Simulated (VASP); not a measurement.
# Cu (P6_3/mmc) in VASP: further runs

Cu is run at these levels: PBE; tasks: relaxation of shape and atoms at fixed volume, relaxation of cell and atoms.

Everything below comes from runs of VASP 6.6.1. Logs are shortened: lines on timing, memory, paths and dates and some standing lists are left out, and cuts for length are marked.

**1. The cell of the first run**

It takes space group P6_3/mmc (No. 194, hexagonal). Conventional cell: a = 2.271 Å, b = 2.271 Å, c = 3.751 Å, α = 90.00°, β = 90.00°, γ = 120.00°. Within 3.0 Å of Cu (site symmetry -6m2) lie 12 Cu at 2.27 to 2.29 Å.

**2. Relaxation of shape and atoms at fixed volume, PBE**

Input file INCAR:

```
ALGO = Normal ; EDIFF = 1E-6
EDIFFG = -0.005 ; ENCUT = 600
GGA = PE ; IBRION = 2
ISIF = 4 ; ISMEAR = -1
LASPH = T ; LCHARG = F
LREAL = F ; LWAVE = F
NELM = 80 ; NSW = 50
PREC = Accurate ; SIGMA = 0.05
```

Input file KPOINTS:

```
k-points
0
Gamma
  19 19 10
```

Input file POSCAR:

```
Cu
1.0
    2.2709173237      0.0000000000      0.0000000000
   -1.1354586618      1.9666720923      0.0000000000
    0.0000000000      0.0000000000      3.7509747035
Cu
2
Direct
    0.3333333333      0.6666666667      0.2500000000
    0.6666666667      0.3333333333      0.7500000000
```

Potentials or basis: VASP PAW PBE potentials, release 64 (Cu).

Command:

```sh
$ cat potpaw_PBE.64/Cu/POTCAR > POTCAR
$ mpirun -np 1 vasp_std > vasp.out
```

OUTCAR:

```text
EDIFF = 1E-6
   EDIFFG = -0.005
   ENCUT = 600
   GGA = PE
   IBRION = 2
   ISIF = 4
   ISMEAR = -1
   LASPH = T
   LREAL = F
   NELM = 80
   NSW = 50
   PREC = Accurate

 ion  position               nearest neighbor table
   1  0.333  0.667  0.250-   2 2.29   2 2.29   2 2.29   2 2.29   2 2.29   2 2.29
   2  0.667  0.333  0.750-   1 2.29   1 2.29   1 2.29   1 2.29   1 2.29   1 2.29

  LATTYP: Found a hexagonal cell.
 ALAT       =     2.2709173237
 C/A-ratio  =     1.6517442816

  Lattice vectors:

 A1 = (   2.2709173237,   0.0000000000,   0.0000000000)
 A2 = (  -1.1354586618,   1.9666720923,   0.0000000000)
 A3 = (   0.0000000000,   0.0000000000,   3.7509747035)

Analysis of symmetry for initial positions (statically):
=====================================================================
 Subroutine PRICEL returns:
 Original cell was already a primitive cell.

 Routine SETGRP: Setting up the symmetry group for a
 hexagonal supercell.

 Subroutine GETGRP returns: Found 24 space group operations
 (whereof 12 operations were pure point group operations)
 out of a pool of 24 trial point group operations.

The static configuration has the point symmetry D_3d.
 The point group associated with its full space group is D_6h.

Analysis of symmetry for dynamics (positions and initial velocities):
=====================================================================
 Subroutine PRICEL returns:
 Original cell was already a primitive cell.

 Routine SETGRP: Setting up the symmetry group for a
 hexagonal supercell.

 Subroutine GETGRP returns: Found 24 space group operations
 (whereof 12 operations were pure point group operations)
 out of a pool of 24 trial point group operations.

The dynamic configuration has the point symmetry D_3d.
 The point group associated with its full space group is D_6h.

 Subroutine INISYM returns: Found 24 space group operations
 (whereof 12 operations are pure point group operations),
 and found     1 'primitive' translations

----------------------------------------------------------------------------------------

                                     Primitive cell

  volume of cell :      16.7524

  direct lattice vectors                    reciprocal lattice vectors
     2.270917324  0.000000000  0.000000000     0.440350685  0.254236587  0.000000000
    -1.135458662  1.966672092  0.000000000     0.000000000  0.508473173  0.000000000
     0.000000000  0.000000000  3.750974703     0.000000000  0.000000000  0.266597372

  length of vectors
     2.270917324  2.270917324  3.750974703     0.508473174  0.508473173  0.266597372

  position of ions in fractional coordinates (direct lattice)
     0.333333333  0.666666667  0.250000000
     0.666666667  0.333333333  0.750000000

  ion indices of the primitive-cell ions
   primitive index   ion index
                 1           1
                 2           2

----------------------------------------------------------------------------------------

 KPOINTS: k-points

Automatic generation of k-mesh.
 Grid dimensions read from file:
 generate k-points for:   19   19   10

 Generating k-lattice:

  Cartesian coordinates                     Fractional coordinates (reciprocal lattice)
     0.023176352  0.013380873  0.000000000     0.052631579  0.000000000  0.000000000
     0.000000000  0.026761746  0.000000000     0.000000000  0.052631579  0.000000000
     0.000000000  0.000000000  0.026659737     0.000000000  0.000000000  0.100000000

  Length of vectors
     0.026761746  0.026761746  0.026659737

  Shift w.r.t. Gamma in fractional coordinates (k-lattice)
     0.000000000  0.000000000  0.000000000

 Subroutine IBZKPT returns following result:
 ===========================================

 Found    240 irreducible k-points:

 Following reciprocal coordinates:
            Coordinates               Weight
  0.000000  0.000000  0.000000      1.000000
  0.052632 -0.000000  0.000000      6.000000
  0.105263 -0.000000  0.000000      6.000000
  0.157895  0.000000  0.000000      6.000000
  0.210526 -0.000000  0.000000      6.000000
  0.263158 -0.000000  0.000000      6.000000
[... 16 lines left out ...]
  0.263158  0.105263  0.000000     12.000000
  0.315789  0.105263  0.000000     12.000000
 [... further k-points ...]
   k-points           NKPTS =    240   k-points in BZ     NKDIM =    240   number of bands    NBANDS=     15
   number of dos      NEDOS =    301   number of ions     NIONS =      2
   total plane-waves  NPLWV =   9720
   dimension x,y,z NGX =    18 NGY =   18 NGZ =   30
   dimension x,y,z NGXF=    36 NGYF=   36 NGZF=   60
   ions per type =               2
   NGX,Y,Z   is equivalent  to a cutoff of  13.18, 13.18, 13.30 a.u.
   NGXF,Y,Z  is equivalent  to a cutoff of  26.35, 26.35, 26.59 a.u.
 SYSTEM =  unknown system
   PREC   = accura    normal or accurate (medium, high low for compatibility)
   ISTART =      0    job   : 0-new  1-cont  2-samecut
   ICHARG =      2    charge: 1-file 2-atom 10-const
   ISPIN  =      1    spin polarized calculation?
   LNONCOLLINEAR =      F non collinear calculations
   LSORBIT =      F    spin-orbit coupling
   LASPH  =      T    aspherical Exc in radial PAW
   ENCUT  =  600.0 eV  44.10 Ry    6.64 a.u.   4.54  4.54  7.49*2*pi/ulx,y,z
   NELM   =     80;   NELMIN=  2; NELMDL= -5     # of ELM steps
   EDIFF  = 0.1E-05   stopping-criterion for ELM
   LREAL  =      F    real-space projection
   EDIFFG = -.5E-02   stopping-criterion for IOM
   NSW    =     50    number of steps for IOM
   IBRION =      2    ionic relax: 0-MD 1-quasi-New 2-CG
   NFREE  =      1    steps in history (QN), initial steepest desc. (CG)
   ISIF   =      4    stress and relaxation
   ISYM   =      2    0-nonsym 1-usesym 2-fastsym
   POTIM  = 0.5000    time-step for ionic-motion
   TEBEG  =    0.0;   TEEND  =   0.0 temperature during run
   PSTRESS=    0.0 pullay stress
   NELECT =      22.0000    total number of electrons
   NUPDOWN=      -1.0000    fix difference up-down
   EMIN   =  10.00;   EMAX   =-10.00  energy-range for DOS
   EFERMI =   0.00;   METHOD = LEGACY
   ISMEAR =    -1;   SIGMA  =   0.05  broadening in eV -4-tet -1-fermi 0-gaus
   EFERMI_NEDOS =   21; number of points for ismear=-14 and -15
   IALGO  =     38    algorithm
   IMIX   =      4    mixing-type and parameters
     AMIX     =   0.40;   BMIX     =  1.00
     AMIX_MAG =   1.60;   BMIX_MAG =  1.00
  volume/ion in A,a.u.               =       8.38        56.53
  Fermi-wavevector in a.u.,A,eV,Ry     =   1.792765  3.387834 43.729189  3.214005
  Thomas-Fermi vector in A             =   2.855062
   LORBIT       =      0    0 simple, 1 ext, 2 COOP (PROOUT), +10 PAW based schemes
   GGA     = PE    functional components
   LHFCALC =     F    Hartree Fock is set to
   AEXX    =    0.0000 exact exchange contribution
   IVDW    =     0    specifies the selected vdW correction
   LEPSILON=     F    determine dielectric tensor
   LRPA    =     F    only Hartree local field effects (RPA)
 conjugate gradient relaxation of ions
 non-spin polarized calculation
  energy-cutoff  :      600.00
  volume of cell :       16.75
 maximum number of plane-waves:       578
   NGX =  9   NGY =  9   NGZ = 15

--------------------------------------- Ionic step        1  -------------------------------------------

 number of electron      22.0000022 magnetization

 Free energy of the ion-electron system (eV)
  ---------------------------------------------------
  ext. energy  EPLUGINS =         0.00000000
  ---------------------------------------------------
  free energy    TOTEN  =        -5.49848867 eV

  energy without entropy =       -5.49505743  energy(sigma->0) =       -5.49677305

------------------------ aborting loop because EDIFF is reached ----------------------------------------

  FORCE on cell =-STRESS in cart. coord.  units (eV):
  Direction    XX          YY          ZZ          XY          YZ          ZX
  --------------------------------------------------------------------------------------
  -------------------------------------------------------------------------------------
  Total       12.9165693     12.9165693     12.5620590      0.0000000      0.0000000     -0.0000000
  in kB     1235.3224861   1235.3224862   1201.4176246      0.0000000      0.0000000     -0.0000000
  external PRESSURE =    1224.0208657 kB  Pullay stress =       0.0000000 kB
[... 57 lines left out ...]
  energy  without entropy=       -5.4954739012  energy(sigma->0) =       -5.49719525

--------------------------------------- Ionic step        3  -------------------------------------------

 number of electron      22.0000026 magnetization

 Free energy of the ion-electron system (eV)
  ---------------------------------------------------
  ext. energy  EPLUGINS =         0.00000000
  ---------------------------------------------------
  free energy    TOTEN  =        -5.49911172 eV

  energy without entropy =       -5.49567103  energy(sigma->0) =       -5.49739137

 E-fermi :  12.8516     XC(G=0): -14.8536

 val. band max:       12.8449466230   @ k =   0.4211   0.0526   0.5000
 cond. band min:      12.8560597451   @ k =   0.1579   0.0526   0.2000
 fundamental gap:      0.0111131221
 Fermi energy:        12.8516443817

 k-point     1 :       0.0000    0.0000    0.0000
  band No.  band energies     occupation
      1       0.4198      2.00000
      2       5.2440      2.00000
      3       8.3170      2.00000
      4       8.4368      2.00000
      5       8.4368      2.00000
      6       8.7932      2.00000
      7       8.7932      2.00000
      8       9.3112      2.00000
      9       9.3112      2.00000
     10      10.5380      2.00000
     11      10.5380      2.00000
     12      10.5407      2.00000
     13      18.4955      0.00000
     14      36.8237      0.00000
     15      40.1958      0.00000
[... 397 lines left out ...]
 k-point    24 :       0.3158    0.1053    0.0000
  band No.  band energies     occupation
      1       5.0730      2.00000
      2       6.2639      2.00000
      3       6.4198      2.00000
      4       7.5073      2.00000
      5       8.2590      2.00000
      6       8.6314      2.00000
      7       8.6636      2.00000
      8      10.0358      2.00000
      9      10.4816      2.00000
     10      10.6908      2.00000
     11      11.2978      2.00000
     12      18.9029      0.00000
     13      19.7771      0.00000
     14      22.2828      0.00000
     15      27.0225      0.00000

 [... further k-points ...]

------------------------ aborting loop because EDIFF is reached ----------------------------------------

  FORCE on cell =-STRESS in cart. coord.  units (eV):
  Direction    XX          YY          ZZ          XY          YZ          ZX
  --------------------------------------------------------------------------------------
  -------------------------------------------------------------------------------------
  Total       12.7930750     12.7930750     12.7874846      0.0000000     -0.0000000      0.0000000
  in kB     1223.5116670   1223.5116671   1222.9770079      0.0000000     -0.0000000      0.0000000
  external PRESSURE =    1223.3334473 kB  Pullay stress =       0.0000000 kB
[... 17 lines left out ...]
  FREE ENERGIE OF THE ION-ELECTRON SYSTEM (eV)
  ---------------------------------------------------
  free  energy   TOTEN  =        -5.4991117158 eV

  energy  without entropy=       -5.4956710284  energy(sigma->0) =       -5.49739137

 reached required accuracy - stopping structural energy minimisation
```

It took 85 s on 1 thread of Intel Xeon 6975P-C, shared host; peak memory 0.18 GiB.

Results:

| Quantity | Value |
| --- | --- |
| Free energy | -5.4991 eV |
| Energy gained by relaxing | 0.3 meV/atom |
| Ionic steps | 3 |
| Pressure after relaxing | 122.3 GPa |
| Band gap on the k mesh | zero (band 11 reaches 17.46 eV, above the bottom of band 12 at 10.17 eV) |

The path:
```csv
step,energy change (eV),largest force (eV/Å),pressure (GPa),volume (Å³)
1,0.0000,0.0000,122.40,16.75
2,-0.0004,0.0000,122.29,16.75
3,-0.0006,0.0000,122.33,16.75
```

Final structure:
```
Cu
1.0
     2.27502    0.00000    0.00000
    -1.13751    1.97022    0.00000
     0.00000    0.00000    3.73747
Cu
2
Direct
  0.33333 0.66667 0.25000
  0.66667 0.33333 0.75000
```

**3. Relaxation of shape and atoms at fixed volume, PBE**

This run uses another cell than the first one, of 9.57 Å³/atom, 1.143 times its volume.

Input file INCAR:

```
SYSTEM = Cu
PREC = Accurate
ENCUT = 600
EDIFF = 1E-7
ISMEAR = -1
SIGMA = 0.05
LREAL = .False.
LASPH = .True.
NELM = 60
ALGO = Normal
ISIF = 4
LWAVE = .False.
LCHARG = .False.
GGA = PE
IBRION = 2
NSW = 50
EDIFFG = -0.005
```

Input file KPOINTS:

```
regular mesh
0
Gamma
  19 19 10
  0 0 0
```

Input file POSCAR:

```
Cu
1.0
    2.3742802085      0.0000000000      0.0000000000
   -1.1871401042      2.0561869763      0.0000000000
    0.0000000000      0.0000000000      3.9217037573
Cu
2
Direct
    0.3333333333      0.6666666667      0.2500000000
    0.6666666667      0.3333333333      0.7500000000
```

Potentials or basis: VASP PAW PBE potentials, release 64 (Cu).

Command:

```sh
$ cat potpaw_PBE.64/Cu/POTCAR > POTCAR
$ mpirun -np 1 vasp_std > vasp.out
```

Wall time 93 s (1 thread of Intel Xeon 6975P-C, shared host); peak memory 0.2 GiB.

The run converged. Its results:

- Free energy: -6.7716 eV
- Energy gained by relaxing: 0.1 meV/atom
- Ionic steps: 3
- Pressure after relaxing: 55.3 GPa
- Band gap on the k mesh: zero (band 11 reaches 14.79 eV, above the bottom of band 12 at 8.21 eV)

The path:
```csv
step,energy change (eV),largest force (eV/Å),pressure (GPa),volume (Å³)
1,0.0000,0.0000,55.29,19.15
2,-0.0002,0.0000,55.25,19.15
3,-0.0002,0.0000,55.26,19.15
```

Final structure:
```cif
data_structure
_symmetry_space_group_name_H-M 'P 1'
_symmetry_Int_Tables_number 1
_cell_length_a 2.3773
_cell_length_b 2.3773
_cell_length_c 3.9118
_cell_angle_alpha 90.000
_cell_angle_beta 90.000
_cell_angle_gamma 120.000
_cell_volume 19.15
loop_
_atom_site_label
_atom_site_type_symbol
_atom_site_fract_x
_atom_site_fract_y
_atom_site_fract_z
_atom_site_occupancy
Cu1 Cu 0.33333 0.66667 0.25000 1
Cu2 Cu 0.66667 0.33333 0.75000 1
```

Levels at points of the mesh, in eV from the Fermi level:
```
           k point  band 9  band 10  band 11  band 12  band 13  band 14
(0.00, 0.00, 0.00)   -3.07    -2.08    -2.08    -1.82     4.75    23.05
(0.00, 0.00, 0.50)   -2.38    -2.38    -2.38    -2.38    14.04    14.04
```

**4. Relaxation of shape and atoms at fixed volume, PBE**

This run uses another cell than the first one, of 10.77 Å³/atom, 1.286 times its volume.

Input file INCAR:

```
SYSTEM = Cu
PREC = Accurate ; ENCUT = 600
EDIFF = 1E-6 ; ISMEAR = -1
SIGMA = 0.05 ; LREAL = .FALSE.
LASPH = .TRUE. ; NELM = 100
ALGO = Normal ; ISIF = 4
LWAVE = .FALSE. ; LCHARG = .FALSE.
GGA = PE ; IBRION = 2
NSW = 50 ; EDIFFG = -0.005
```

Input file KPOINTS:

```
regular mesh
0
G
  19 19 10
  0 0 0
```

Input file POSCAR:

```
Cu
1.0
    2.4693509265      0.0000000000      0.0000000000
   -1.2346754633      2.1385206333      0.0000000000
    0.0000000000      0.0000000000      4.0787362722
Cu
2
Direct
    0.3333333333      0.6666666667      0.2500000000
    0.6666666667      0.3333333333      0.7500000000
```

Command:

```sh
$ cat potpaw_PBE.64/Cu/POTCAR > POTCAR
$ mpirun -np 1 vasp_std > vasp.out
```

Run time: 62 s. Hardware: 1 thread of Intel Xeon 6975P-C, shared host; peak memory 0.21 GiB.

The run converged. Its results:

```yaml
Free_energy: -7.3058 eV
Energy_gained_by_relaxing: 0.0 meV/atom
Ionic_steps: 2
Pressure_after_relaxing: 19.7 GPa
Band_gap_on_the_k_mesh: zero (band 11 reaches 12.76 eV, above the bottom of band 12 at 6.69 eV)
```

Stress tensor (GPa, compression positive):
```
19.78  0.00  0.00
 0.00 19.78  0.00
 0.00  0.00 19.70
```

Final structure:
```cif
data_structure
_symmetry_space_group_name_H-M 'P 1'
_symmetry_Int_Tables_number 1
_cell_length_a 2.4707
_cell_length_b 2.4707
_cell_length_c 4.0742
_cell_angle_alpha 90.000
_cell_angle_beta 90.000
_cell_angle_gamma 120.000
_cell_volume 21.54
loop_
_atom_site_label
_atom_site_type_symbol
_atom_site_fract_x
_atom_site_fract_y
_atom_site_fract_z
_atom_site_occupancy
Cu1 Cu 0.33333 0.66667 0.25000 1
Cu2 Cu 0.66667 0.33333 0.75000 1
```

Levels at points of the mesh, in eV from the Fermi level:
```tsv
k point	band 9	band 10	band 11	band 12	band 13	band 14
(0.00, 0.00, 0.00)	-2.73	-1.90	-1.90	-1.43	4.04	22.17
(0.00, 0.00, 0.50)	-2.15	-2.15	-2.15	-2.15	12.93	12.93
```

**5. Relaxation of cell and atoms, PBE**

This run uses another cell than the first one, of 11.95 Å³/atom, 1.427 times its volume.

Input file INCAR:

```
PREC     = Accurate       # precision mode
ENCUT    = 600            # plane-wave cutoff, eV
EDIFF    = 1E-6           # SCF threshold, eV
ISMEAR   = -1             # smearing method
SIGMA    = 0.05           # smearing width, eV
LREAL    = False          # projectors in reciprocal space
LASPH    = True           # aspherical terms in the spheres
NELM     = 80             # most SCF steps
ALGO     = Normal         # electronic algorithm
ISIF     = 3              # what is computed and relaxed
LWAVE    = False          # write WAVECAR
LCHARG   = False          # write CHGCAR
GGA      = PE             # functional
IBRION   = 2              # ionic algorithm
NSW      = 60             # ionic steps
EDIFFG   = -0.005         # ionic threshold
```

Input file KPOINTS:

```
Automatic mesh
0
Gamma
  19 19 10
```

Input file POSCAR:

```
Cu
1.0
    2.5730649657      0.0000000000      0.0000000000
   -1.2865324828      2.2283396258      0.0000000000
    0.0000000000      0.0000000000      4.1683652444
Cu
2
Direct
    0.3333333333      0.6666666667      0.2500000000
    0.6666666667      0.3333333333      0.7500000000
```

Command:

```sh
$ cat potpaw_PBE.64/Cu/POTCAR > POTCAR
$ mpirun -np 1 vasp_std > vasp.out
```

Run time: 6 min. Hardware: 1 thread of Intel Xeon 6975P-C, shared host; peak memory 0.24 GiB.

The run converged. Its results:

```yaml
Free_energy: -7.4447 eV
Relaxed_volume: 12.01 Å³/atom
Relaxed_cell: a = 2.560 Å, b = 2.560 Å, c = 4.231 Å, α = 90.00°, β = 90.00°, γ = 120.00°
Space_group_after_relaxing_to_0.05_Å: P6_3/mmc (No. 194)
Energy_gained_by_relaxing: 1.6 meV/atom
Ionic_steps: 16
Pressure_after_relaxing: 0.0 GPa
Band_gap_on_the_k_mesh: zero (band 11 reaches 11.10 eV, above the bottom of band 12 at 5.45 eV)
```

Stress tensor (GPa, compression positive):
```
 0.06  0.00  0.00
 0.00  0.06  0.00
 0.00  0.00 -0.03
```

Step by step:
```csv
step,energy change (eV),largest force (eV/Å),pressure (GPa),volume (Å³)
1,0.0000,0.0000,1.04,23.90
2,-0.0023,0.0000,-0.71,24.17
3,-0.0023,0.0000,-0.91,24.19
4,-0.0032,0.0000,-0.33,24.07
5,-0.0032,0.0000,-0.09,24.06
6,-0.0032,0.0000,0.10,24.03
7,-0.0032,0.0000,-0.63,24.04
8,-0.0032,0.0000,0.36,24.03
9,-0.0032,0.0000,-0.03,24.05
10,-0.0032,0.0000,0.38,24.05
11,-0.0032,0.0000,-0.28,24.05
12,-0.0032,0.0000,-0.08,24.04
13,-0.0032,0.0000,0.00,24.03
14,-0.0032,0.0000,0.55,24.03
15,-0.0032,0.0000,-0.25,24.03
16,-0.0032,0.0000,0.03,24.02
```

Final structure:
```xyz
2
Lattice="2.5605 0.0000 0.0000 -1.2802 2.2174 0.0000 0.0000 0.0000 4.2307" Properties=species:S:1:pos:R:3 pbc="T T T"
Cu    0.0000    1.4783    1.0577
Cu    1.2802    0.7391    3.1730
```

Levels at points of the mesh, in eV from the Fermi level:
```
           k point  band 7  band 8  band 9  band 10  band 11  band 12  band 13  band 14  band 15
(0.00, 0.00, 0.00)   -2.78   -2.46   -2.46    -1.76    -1.76    -1.10     3.47    21.33    21.70
(0.00, 0.00, 0.50)   -3.00   -3.00   -1.98    -1.98    -1.98    -1.98    11.96    11.96    22.01
```

**6. Overview**

```tsv
task	cell	gap on the mesh (eV)	pressure (GPa)
relaxation of shape and atoms at fixed volume	relaxed from a = 2.271, b = 2.271, c = 3.751 Å, angles 90.0, 90.0, 120.0°, 2 atoms	none	122.3
relaxation of shape and atoms at fixed volume	relaxed from a = 2.374, b = 2.374, c = 3.922 Å, angles 90.0, 90.0, 120.0°, 2 atoms	none	55.3
relaxation of shape and atoms at fixed volume	relaxed from a = 2.469, b = 2.469, c = 4.079 Å, angles 90.0, 90.0, 120.0°, 2 atoms	none	19.7
relaxation of cell and atoms	relaxed from a = 2.573, b = 2.573, c = 4.168 Å, angles 90.0, 90.0, 120.0°, 2 atoms	none	0.0
```

Alike in all rows: level PBE; potentials or basis VASP PAW PBE potentials, release 64 (Cu); no spin polarisation; k mesh 19 × 19 × 10; cutoff (eV) 600; smearing fermi-dirac 0.05 eV.

Absolute energies hang on the potentials; compare differences alone.
